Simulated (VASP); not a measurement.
# PbS (Fm-3m) in VASP: notebook, part 2 of 2

VASP 6.6.1. Earlier steps stand in the parts before.

### 3 Single point, HF

This run uses another cell than the first one, of 25.56 Å³/atom.

Input file POSCAR:

```
PbS
1.0
    0.0000000000      2.9458450378      2.9458450378
    2.9458450378      0.0000000000      2.9458450378
    2.9458450378      2.9458450378      0.0000000000
Pb S
1 1
Direct
    0.0000000000      0.0000000000      0.0000000000
    0.5000000000      0.5000000000      0.5000000000
```

Input file INCAR.step1:

```
SYSTEM = PbS
PREC = Accurate ; ENCUT = 520
EDIFF = 1E-5 ; ISMEAR = -1
SIGMA = 0.05 ; LREAL = .FALSE.
LASPH = .TRUE. ; NELM = 60
ALGO = Normal ; ISIF = 2
LWAVE = .TRUE. ; LCHARG = .FALSE.
GGA = PE ; NBANDS = 17
```

Input file INCAR.step2:

```
SYSTEM = PbS
PREC = Accurate ; ENCUT = 520
EDIFF = 1E-6 ; ISMEAR = -1
SIGMA = 0.05 ; LREAL = .FALSE.
LASPH = .TRUE. ; NELM = 60
ALGO = Normal ; ISIF = 2
LWAVE = .FALSE. ; LCHARG = .FALSE.
GGA = PE ; LHFCALC = .TRUE.
AEXX = 1.0 ; ALDAC = 0.0
AGGAC = 0.0 ; PRECFOCK = Normal
ISTART = 1 ; NBANDS = 17
```

Input file KPOINTS:

```
regular mesh
0
G
  4 4 4
  0 0 0
```

Potentials or basis: VASP PAW PBE potentials, release 64 (Pb_d, S).

Run with:

```sh
cat potpaw_PBE.64/Pb_d/POTCAR potpaw_PBE.64/S/POTCAR > POTCAR
cp INCAR.step1 INCAR
mpirun -np 1 vasp_std > vasp.out
cp INCAR.step2 INCAR
mpirun -np 1 vasp_std > vasp.out
```

OUTCAR:

```text
SYSTEM = PbS
   PREC = Accurate
   ENCUT = 520
   EDIFF = 1E-6
   ISMEAR = -1
   LREAL = .FALSE.
   LASPH = .TRUE.
   NELM = 60
   ISIF = 2
   GGA = PE
   LHFCALC = .TRUE.
   AEXX = 1.0
   PRECFOCK = Normal
   ISTART = 1

 ion  position               nearest neighbor table
   1  0.000  0.000  0.000-   2 2.95   2 2.95   2 2.95   2 2.95   2 2.95   2 2.95
   2  0.500  0.500  0.500-   1 2.95   1 2.95   1 2.95   1 2.95   1 2.95   1 2.95

  LATTYP: Found a face centered cubic cell.
 ALAT       =     5.8916900756

  Lattice vectors:

 A1 = (   0.0000000000,   2.9458450378,   2.9458450378)
 A2 = (   2.9458450378,   0.0000000000,   2.9458450378)
 A3 = (   2.9458450378,   2.9458450378,   0.0000000000)

Analysis of symmetry for initial positions (statically):
=====================================================================
 Subroutine PRICEL returns:
 Original cell was already a primitive cell.

 Routine SETGRP: Setting up the symmetry group for a
 face centered cubic supercell.

 Subroutine GETGRP returns: Found 48 space group operations
 (whereof 48 operations were pure point group operations)
 out of a pool of 48 trial point group operations.

The static configuration has the point symmetry O_h .

Analysis of symmetry for dynamics (positions and initial velocities):
=====================================================================
 Subroutine PRICEL returns:
 Original cell was already a primitive cell.

 Routine SETGRP: Setting up the symmetry group for a
 face centered cubic supercell.

 Subroutine GETGRP returns: Found 48 space group operations
 (whereof 48 operations were pure point group operations)
 out of a pool of 48 trial point group operations.

The dynamic configuration has the point symmetry O_h .

 Subroutine INISYM returns: Found 48 space group operations
 (whereof 48 operations are pure point group operations),
 and found     1 'primitive' translations

----------------------------------------------------------------------------------------

                                     Primitive cell

  volume of cell :      51.1281

  direct lattice vectors                    reciprocal lattice vectors
     0.000000000  2.945845038  2.945845038    -0.169730584  0.169730584  0.169730584
     2.945845038  0.000000000  2.945845038     0.169730584 -0.169730584  0.169730584
     2.945845038  2.945845038  0.000000000     0.169730584  0.169730584 -0.169730584

  length of vectors
     4.166054005  4.166054005  4.166054005     0.293981996  0.293981996  0.293981996

  position of ions in fractional coordinates (direct lattice)
     0.000000000  0.000000000  0.000000000
     0.500000000  0.500000000  0.500000000

  ion indices of the primitive-cell ions
   primitive index   ion index
                 1           1
                 2           2

----------------------------------------------------------------------------------------

[... 21 lines left out ...]

 Found      8 irreducible k-points:

 Following reciprocal coordinates:
            Coordinates               Weight
  0.000000  0.000000  0.000000      1.000000
  0.250000  0.000000  0.000000      8.000000
  0.500000  0.000000  0.000000      4.000000
  0.250000  0.250000  0.000000      6.000000
  0.500000  0.250000  0.000000     24.000000
 -0.250000  0.250000  0.000000     12.000000
  0.500000  0.500000  0.000000      3.000000
 -0.250000  0.500000  0.250000      6.000000
   k-points           NKPTS =      8   k-points in BZ     NKDIM =     64   number of bands    NBANDS=     17
   number of dos      NEDOS =    301   number of ions     NIONS =      2
   total plane-waves  NPLWV =  32768
   dimension x,y,z NGX =    32 NGY =   32 NGZ =   32
   dimension x,y,z NGXF=    64 NGYF=   64 NGZF=   64
   ions per type =               1   1
   NGX,Y,Z   is equivalent  to a cutoff of  12.77, 12.77, 12.77 a.u.
   NGXF,Y,Z  is equivalent  to a cutoff of  25.54, 25.54, 25.54 a.u.
 SYSTEM =  PbS
   PREC   = accura    normal or accurate (medium, high low for compatibility)
   ISTART =      1    job   : 0-new  1-cont  2-samecut
   ICHARG =      0    charge: 1-file 2-atom 10-const
   ISPIN  =      1    spin polarized calculation?
   LNONCOLLINEAR =      F non collinear calculations
   LSORBIT =      F    spin-orbit coupling
   LASPH  =      T    aspherical Exc in radial PAW
   ENCUT  =  520.0 eV  38.22 Ry    6.18 a.u.   7.75  7.75  7.75*2*pi/ulx,y,z
   NELM   =     60;   NELMIN=  2; NELMDL=  0     # of ELM steps
   EDIFF  = 0.1E-05   stopping-criterion for ELM
   LREAL  =      F    real-space projection
   EDIFFG = 0.1E-04   stopping-criterion for IOM
   NSW    =      0    number of steps for IOM
   IBRION =     -1    ionic relax: 0-MD 1-quasi-New 2-CG
   NFREE  =      0    steps in history (QN), initial steepest desc. (CG)
   ISIF   =      2    stress and relaxation
   ISYM   =      3    0-nonsym 1-usesym 2-fastsym
   POTIM  = 0.5000    time-step for ionic-motion
   TEBEG  =    0.0;   TEEND  =   0.0 temperature during run
   PSTRESS=    0.0 pullay stress
   NELECT =      20.0000    total number of electrons
   NUPDOWN=      -1.0000    fix difference up-down
   EMIN   =  10.00;   EMAX   =-10.00  energy-range for DOS
   EFERMI =   0.00;   METHOD = LEGACY
   ISMEAR =    -1;   SIGMA  =   0.05  broadening in eV -4-tet -1-fermi 0-gaus
   EFERMI_NEDOS =   21; number of points for ismear=-14 and -15
   IALGO  =     38    algorithm
   IMIX   =      1    mixing-type and parameters
     AMIX     =   0.40;   BMIX     =  1.00
     AMIX_MAG =   1.60;   BMIX_MAG =  1.00
  volume/ion in A,a.u.               =      25.56       172.51
  Fermi-wavevector in a.u.,A,eV,Ry     =   1.197287  2.262544 19.503899  1.433496
  Thomas-Fermi vector in A             =   2.333206
   LORBIT       =      0    0 simple, 1 ext, 2 COOP (PROOUT), +10 PAW based schemes
   GGA     = PE    functional components
   LHFCALC =     T    Hartree Fock is set to
   PRECFOCK=normal    Normal, Fast or Accurate (Low or Medium for compatibility)
   ENCUT4O =  -1.0   cutoff for four orbital integrals eV
   NKREDX  =     1    reduce k-point grid by
   NKREDY  =     1    reduce k-point grid by
   NKREDZ  =     1    reduce k-point grid by
   AEXX    =    1.0000 exact exchange contribution
   HFSCREEN=    0.0000 screening length (either q_TF or 0.3 A-1)
   HFSCREENC=   0.0000 screening length for correlation (either q_TF or 0.3 A-1)
   ENCUTFOCK=  -1.0 apply spherical cutoff to Coloumb kernel
   IVDW    =     0    specifies the selected vdW correction
   LEPSILON=     F    determine dielectric tensor
   LRPA    =     F    only Hartree local field effects (RPA)
 non-spin polarized calculation
  energy-cutoff  :      520.00
  volume of cell :       51.13
 maximum number of plane-waves:      1411
 NGX is ok and might be reduce to    32
  NGX = 24; NGY = 24; NGZ = 24

 number of electron      19.9999996 magnetization

 Free energy of the ion-electron system (eV)
  ---------------------------------------------------
  ext. energy  EPLUGINS =         0.00000000
  ---------------------------------------------------
  free energy    TOTEN  =       -17.66660600 eV

  energy without entropy =      -17.66660600  energy(sigma->0) =      -17.66660600

 E-fermi :   6.0205     XC(G=0):   0.0000

 val. band max:        4.8333497696   @ k =   0.5000   0.0000   0.0000
 cond. band min:      10.2175312290   @ k =   0.5000   0.0000   0.0000
 fundamental gap:      5.3841814594
 Fermi energy:         6.0204719340

 k-point     1 :       0.0000    0.0000    0.0000
  band No.  band energies     occupation
      1     -19.0363      2.00000
      2     -19.0363      2.00000
      3     -18.9902      2.00000
      4     -18.9902      2.00000
      5     -18.9902      2.00000
      6     -15.3173      2.00000
[... 137 lines left out ...]
      4     -18.9744      2.00000
      5     -18.9274      2.00000
      6     -13.0425      2.00000
[... 9 lines left out ...]
     16      24.3586      0.00000
     17      24.5772      0.00000

------------------------ aborting loop because EDIFF is reached ----------------------------------------

  FORCE on cell =-STRESS in cart. coord.  units (eV):
  Direction    XX          YY          ZZ          XY          YZ          ZX
  --------------------------------------------------------------------------------------
  -------------------------------------------------------------------------------------
  Total        2.9351453      2.9351453      2.9351453      0.0000000      0.0000000     -0.0000000
  in kB       91.9772655     91.9772655     91.9772655      0.0000000      0.0000000     -0.0000000
  external PRESSURE =      91.9772655 kB  Pullay stress =       0.0000000 kB

 VOLUME and BASIS-vectors are now :
 -----------------------------------------------------------------------------
  energy-cutoff  :      520.00
  volume of cell :       51.13
      direct lattice vectors                 reciprocal lattice vectors
     0.000000000  2.945845038  2.945845038    -0.169730584  0.169730584  0.169730584
     2.945845038  0.000000000  2.945845038     0.169730584 -0.169730584  0.169730584
     2.945845038  2.945845038  0.000000000     0.169730584  0.169730584 -0.169730584

 POSITION                                       TOTAL-FORCE (eV/Angst)
 -----------------------------------------------------------------------------------
      0.00000      0.00000      0.00000         0.000000     -0.000000     -0.000000
      2.94585      2.94585      2.94585         0.000000      0.000000      0.000000
 -----------------------------------------------------------------------------------
    total drift:                               -0.000000     -0.000001     -0.000001

  FREE ENERGIE OF THE ION-ELECTRON SYSTEM (eV)
  ---------------------------------------------------
  free  energy   TOTEN  =       -17.6666059961 eV

  energy  without entropy=      -17.6666059961  energy(sigma->0) =      -17.66660600
```

Run time: 13 min. Hardware: 1 thread of Intel Xeon Platinum 8488C (Sapphire Rapids), shared host; peak memory 0.18 GiB.

What came out:

| Item | Value |
| --- | --- |
| Free energy | -17.6666 eV |
| Pressure | 9.2 GPa |
| Band gap on the k mesh | 5.38 eV |

Levels at points of the mesh, in eV from the valence-band top:
```tsv
k point	band 6	band 7	band 8	band 9	band 10	band 11	band 12	band 13	band 14	band 15
(0.00, 0.00, 0.00)	-20.15	-7.43	-4.00	-4.00	-4.00	11.75	11.75	11.75	12.72	12.72
(0.50, 0.00, 0.00)	-18.58	-12.38	-3.54	-3.54	0.00	5.38	7.18	7.18	15.25	17.17
(0.50, 0.50, 0.00)	-17.88	-9.29	-8.14	-5.72	-5.72	9.10	12.40	12.48	12.48	18.52
```

Caveat: the k points lie up to 0.46 Å⁻¹ apart; the PAW data sets were made with another functional, which shifts forces and pressure a little; spin-orbit coupling is left out, which moves the levels of the heavy elements. A k mesh can miss the band edges.
